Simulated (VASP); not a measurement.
Wanted: the native input for a VASP 6.6.1 run.

```
Task                   : relaxation of cell and atoms
Functional             : PBE
Potentials or basis    : VASP PAW PBE potentials, release 64 (Si, Cl)
Cutoff                 : 600 eV
k mesh                 : 18 × 18 × 6
Occupations            : gaussian, width 0.1 eV
Spin                   : no spin polarisation
Dipole correction      : no
Further INCAR settings : ALGO = Normal; EDIFF = 1e-06; IBRION = 2; EDIFFG = -0.01; NSW = 100; ISIF = 3
```

The structure of Si2Cl lies in POSCAR:

```
Si2Cl
1.0
    3.4735527094      0.0000000000      0.0000000000
   -1.7367763547      3.0081848877      0.0000000000
    0.0000000000      0.0000000000      7.3479088484
Si Cl
2 1
Direct
    0.3333333333      0.6666666667      0.9265217415
    0.6666666667      0.3333333333      0.7416505074
    0.3333333333      0.6666666667      0.2068277511
```

These files were run (other wordings do the same):

INCAR

```
SYSTEM = Si2Cl
PREC = Accurate
ENCUT = 600
EDIFF = 1E-6
ISMEAR = 0
SIGMA = 0.1
LREAL = .FALSE.
LASPH = .TRUE.
NELM = 80
ALGO = Normal
ISIF = 3
LWAVE = .FALSE.
LCHARG = .FALSE.
GGA = PE
IBRION = 2
NSW = 100
EDIFFG = -0.01
```

KPOINTS

```
Automatic mesh
0
G
  18 18 6
  0 0 0
```

Potentials or basis: VASP PAW PBE potentials, release 64 (Si, Cl).

Run with:

```bash
$ cat potpaw_PBE.64/Si/POTCAR potpaw_PBE.64/Cl/POTCAR > POTCAR
$ mpirun -np 1 vasp_std > vasp.out
```

Results of the run:

```yaml
Relaxed_volume: 25.33 Å³/atom
Relaxed_cell: a = 3.447 Å, b = 3.447 Å, c = 7.386 Å, α = 90.00°, β = 90.00°, γ = 120.00°
Space_group_after_relaxing_to_0.05_Å: P3m1 (No. 156)
Energy_gained_by_relaxing: 0.7 meV/atom
Ionic_steps: 10
Pressure_after_relaxing: 0.0 GPa
Largest_force_after_relaxing: 0.006 eV/Å
```

Caveat: an odd number of electrons without spin polarisation forces a metal; a magnetic or distorted state may lie lower.

Wall time 13 min on 1 thread of AMD EPYC 9R45 (Zen 5) (shared host), peak memory 0.32 GiB.
